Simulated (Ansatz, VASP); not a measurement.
HfO2 in VASP and in Ansatz

```
Hf O
1.0
     5.15725    0.00000   -0.00195
     0.00000    5.21647    0.00000
    -0.88901    0.00000    5.26866
Hf O
4 8
Direct
  0.27585 0.45744 0.70818
  0.72415 0.95744 0.79182
  0.72415 0.54256 0.29182
  0.27585 0.04256 0.20818
  0.44870 0.74243 0.97757
  0.55130 0.24243 0.52243
  0.55130 0.25757 0.02243
  0.44870 0.75757 0.47757
  0.06806 0.33058 0.34661
  0.93194 0.83058 0.15339
  0.93194 0.66942 0.65339
  0.06806 0.16942 0.84661
```

Alike in both runs: functional PBE; k mesh 4 × 4 × 4; occupations gaussian, width 0.1 eV; no spin polarisation.

Ansatz relaxed the structure, and its values are those at the end. VASP's run is a single point on that final structure, the one shown.

|  | VASP | Ansatz |
| --- | --- | --- |
| version | VASP 6.6.1 | Ansatz 0.2.0 |
| potentials or method | VASP PAW PBE potentials, release 64 (Hf_pv, O), cutoff 520 eV | scalar-relativistic, plane waves, PAW |
| valence electrons in the cell | 88 | 152 |

VASP gave:

| Property | Result |
| --- | --- |
| gap on the k mesh at the Fermi level (eV) | 3.99 |
| least direct gap on the mesh (eV) | 4.07 |
| pressure (GPa) | -2.9 |
| rms of the force components (eV/Å) | 0.038 |

Task: What did Ansatz give for the same quantities?

Result: gap on the k mesh at the Fermi level (eV): 4.03; least direct gap on the mesh (eV): 4.12; pressure (GPa): 0.1; rms of the force components (eV/Å): 0.009.

VASP's potentials hold 88 valence electrons a cell and Ansatz's 152, so a difference there can come from the potentials and not from the codes.

Neither program's run includes spin-orbit coupling.
